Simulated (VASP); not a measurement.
**CdTe: single point with LDA**

Crystal: CdTe.

```
Cd Te
1.0
     0.00000    3.34475    3.34475
     3.34475    0.00000    3.34475
     3.34475    3.34475    0.00000
Cd Te
1 1
Direct
  0.00000 0.00000 0.00000
  0.25000 0.25000 0.25000
```

```yaml
Program: VASP 6.6.1
Task: single point
Functional: LDA
Potentials_or_basis: VASP PAW LDA potentials, release 64 (Cd, Te)
Cutoff: 500 eV
k_mesh: 4 × 4 × 4
Occupations: gaussian, width 0.05 eV
Spin: no spin polarisation
```

```yaml
Pressure: -4.0 GPa
Band_gap_on_the_k_mesh: 0.25 eV, direct
```

Levels at points of the mesh, in eV from the valence-band top:
| k point | band 5 | band 6 | band 7 | band 8 | band 9 | band 10 | band 11 | band 12 | band 13 | band 14 |
| --- | --- | --- | --- | --- | --- | --- | --- | --- | --- | --- |
| (0.00, 0.00, 0.00) | -7.84 | -7.84 | 0.00 | 0.00 | 0.00 | 0.25 | 4.52 | 4.52 | 4.52 | 7.04 |
| (0.50, 0.00, 0.00) | -7.83 | -7.56 | -4.01 | -0.66 | -0.66 | 1.54 | 5.09 | 5.09 | 6.71 | 8.11 |
| (0.50, 0.50, 0.00) | -7.82 | -7.45 | -3.96 | -1.59 | -1.59 | 2.52 | 2.60 | 8.14 | 8.48 | 8.48 |

Wall time 4.1 s on 1 thread of Intel(R) Xeon(R) 6975P-C (Granite Rapids), on a shared host, peak memory 0.17 GiB.

Caveat: spin-orbit coupling is left out, which moves the levels of the heavy elements.
